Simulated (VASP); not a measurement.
A run of VASP 6.6.1 is set up as follows.

File INCAR:

```
ALGO = Normal
DIPOL = 0.5 0.5 0.295
EDIFF = 1E-7
ENCUT = 520
GGA = PE
IDIPOL = 3
ISIF = 2
ISMEAR = 0
LASPH = T
LCHARG = T
LDIPOL = T
LELF = T
LREAL = Auto
LVACPOTAV = T
LVHAR = T
LWAVE = F
NBANDS = 40
NELM = 80
PREC = Accurate
SIGMA = 0.1
```

File KPOINTS:

```
k-points
0
Gamma
  5 4 1
```

File POSCAR:

```
Al8H
1.0
    5.7135165837      0.0000000000      0.0000000000
    0.0000000000      8.0801326415      0.0000000000
    0.0000000000      0.0000000000     22.2432786975
Al H
16 2
Direct
    0.2500000000      0.2500000000      0.1798296040
    0.2500000000      0.7500000000      0.1798296040
    0.7500000000      0.2500000000      0.1798296040
    0.7500000000      0.7500000000      0.1798296040
    0.0000000000      0.0000000000      0.2440458181
    0.0000000000      0.5000000000      0.2440458181
    0.5000000000      0.0000000000      0.2440458181
    0.5000000000      0.5000000000      0.2440458181
    0.2500000000      0.2500000000      0.3102598702
    0.2500000000      0.7500000000      0.3102598702
    0.7500000000      0.2500000000      0.3102598702
    0.7500000000      0.7500000000      0.3102598702
    0.0000000000      0.0000000000      0.3705963860
    0.0000000000      0.5000000000      0.3705963860
    0.5000000000      0.0000000000      0.3705963860
    0.5000000000      0.5000000000      0.3705963860
    0.2500000000      0.2035898708      0.4483726897
    0.2500000000      0.2964101292      0.4483726897
```

Potentials or basis: VASP PAW PBE potentials, release 64 (Al, H).

Run with:

```console
$ cat potpaw_PBE.64/Al/POTCAR potpaw_PBE.64/H/POTCAR > POTCAR
$ mpirun -np 1 vasp_std > vasp.out
```

(1) Predict the largest force.

(2) What does it give for the band gap on the k mesh?

Results:

(1) 0.441 eV/Å.

(2) zero (bands 25 and 26 overlap by 0.48 eV).
